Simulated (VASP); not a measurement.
Input of a VASP 6.6.1 run:

File INCAR:

```
SYSTEM = Si16C
PREC = Accurate ; ENCUT = 520
EDIFF = 1E-6 ; ISMEAR = -1
SIGMA = 0.02 ; LREAL = Auto
LASPH = .True. ; NELM = 150
ALGO = Normal ; ISIF = 2
LWAVE = .False. ; LCHARG = .False.
ISPIN = 2 ; MAGMOM = 0 0 0 0 0 0 0 0 0 0 0 0 0 0 0 0 1
LORBIT = 11 ; GGA = PS
NBANDS = 52
```

Contents of KPOINTS:

```
Automatic mesh
0
Gamma
  2 2 2
  0 0 0
```

The input POSCAR:

```
Si16C
1.0
    0.0000000000      5.4300000000      5.4300000000
    5.4300000000      0.0000000000      5.4300000000
    5.4300000000      5.4300000000      0.0000000000
Si C
16 1
Direct
    0.0113923539     -0.0039574778     -0.0041441152
    0.1548190933      0.1115624698      0.1111553481
    0.0158551262     -0.0032926102      0.4843739191
    0.1266147245      0.1210687631      0.6225473773
    0.0167053902      0.4849652694     -0.0047261280
    0.1274143028      0.6226983802      0.1201690433
    0.0257099410      0.4933823997      0.4925578362
    0.1319638552      0.6282790985      0.6268564744
    0.5296551853     -0.0227750362     -0.0218052824
    0.6369996011      0.1117165934      0.1116656224
    0.4999621207      0.0102192558      0.4854359137
    0.6470665606      0.1332273235      0.5834093490
    0.5007303030      0.4856087968      0.0101551031
    0.6480028995      0.5822603903      0.1342394727
    0.4797154134      0.5633782939      0.5657219763
    0.6598494217      0.6538933068      0.6535014238
    0.6591737076      0.4011374831      0.4023019663
```

Potentials or basis: VASP PAW PBE potentials, release 64 (Si, C).

Run with:

```sh
$ cat potpaw_PBE.64/Si/POTCAR potpaw_PBE.64/C/POTCAR > POTCAR
$ mpirun -np 1 vasp_std > vasp.out
```

(1) What does it give for the net moment?

(2) Predict the band gap on the k mesh.

(3) What does it give for the pressure?

## Answers

(1) 0.00 μB per cell.

(2) zero (filled and empty bands overlap).

(3) 2.1 GPa.

Caveat: the k points lie up to 0.50 Å⁻¹ apart; the PAW data sets were made with another functional, which shifts forces and pressure a little.
